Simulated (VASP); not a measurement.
Wanted: the native input for a VASP 6.6.1 run.

```
Task                   : single point
Functional             : LDA
Potentials or basis    : VASP PAW LDA potentials, release 64 (Cu_sv_GW, Mo_sv, F)
Cutoff                 : 610 eV
k mesh                 : 1 × 1 × 1
Occupations            : fermi-dirac, width 0.05 eV
Spin                   : no spin polarisation
Dipole correction      : no
Further INCAR settings : LREAL = Auto; ALGO = Normal; EDIFF = 1e-06; NBANDS = 172
```

The structure of CuMoF6 lies in POSCAR:

```
CuMoF6
1.0
   -4.6399870000     -2.8081840000      4.4034970000
    4.9097870000     -2.5297270000      4.8780660000
    0.3760510000      5.2355700000      4.5756560000
Cu Mo F
4 4 24
Direct
    0.0555630501      0.1043437740     -0.0688573487
    0.6068235017      0.5320685887     -0.0797505672
    0.5694191814      0.0792056505      0.4015804405
    0.0871079575      0.5827881684      0.4627404728
    0.5806734509      0.5974321148      0.4070002016
    0.0486879503      0.0993454245      0.4224070208
    0.0884276526      0.6134204008     -0.0772776852
    0.5420014376      0.0412812797     -0.0688807269
    0.4988259442      0.6505983982      0.6662562757
    0.6698390769      0.4824276138      0.1731886955
    0.3299906043      0.7117871034      0.3330108066
    0.8169474127      0.4949413995      0.5439914422
    0.6482953647      0.8216389031      0.3220575387
    0.4452868891      0.3630583811      0.4810146950
    0.9624187496      0.1706434688      0.6825866762
    0.1213062895      1.0245517404      0.1721276923
    0.7791424711      0.2017541562      0.3059186215
    0.3022306036      1.0027770166      0.4999973717
    0.1204763054      0.3523563571      0.3537122077
    0.9992272861      0.8402109895      0.4737246380
    0.9899466653      0.6664774301      0.1621520362
    0.2359277146      0.5408963743      0.7023396871
    0.8250889776      0.6309018034      0.8238474496
    0.3124211912      0.4924186648      0.0347280205
    0.1577127636      0.8416315636      0.8428470156
    1.0164738035      0.3588351611     -0.0002100121
    0.4395428978      0.1561135689      0.1613849196
    0.6142491275      0.9808420821      0.6575763995
    0.2948111099      0.1589671203      0.8414417643
    0.8258603708      0.9910773255      0.0039963078
    0.6745179484      0.2529146457      0.8368478539
    0.4937824268      0.8061180290     -0.0282508965
```

The input as run:

INCAR

```
SYSTEM = CuMoF6
PREC     = Accurate       ! precision mode
ENCUT    = 610            ! plane-wave cutoff, eV
EDIFF    = 1E-6           ! SCF threshold, eV
ISMEAR   = -1             ! smearing method
SIGMA    = 0.05           ! smearing width, eV
LREAL    = Auto         
LASPH    = .TRUE.         ! aspherical terms in the spheres
NELM     = 120            ! most SCF steps
ALGO     = Normal         ! electronic algorithm
ISIF     = 2              ! what is computed and relaxed
LWAVE    = .FALSE.        ! write WAVECAR
LCHARG   = .FALSE.        ! write CHGCAR
NBANDS   = 172            ! bands
GGA_COMPAT= .FALSE.
```

KPOINTS

```
Automatic mesh
0
G
  1 1 1
  0 0 0
```

Potentials or basis: VASP PAW LDA potentials, release 64 (Cu_sv_GW, Mo_sv, F).

Command:

```console
$ cat potpaw_LDA.64/Cu_sv_GW/POTCAR potpaw_LDA.64/Mo_sv/POTCAR potpaw_LDA.64/F/POTCAR > POTCAR
$ mpirun -np 1 vasp_gam > vasp.out
```

It gave:

| Property | Result |
| --- | --- |
| Pressure | 4.5 GPa |
| Largest force | 7.396 eV/Å |

Caveat: the k points lie up to 0.92 Å⁻¹ apart, too coarse for converged energies, forces and pressures; forces of over 1 eV/Å act on the atoms, so gaps and moduli don't describe the material at rest.

Run time: 5 min on 1 thread of AMD EPYC 7R43 64-Core Processor (Zen 3), on a shared host, peak memory 0.3 GiB.
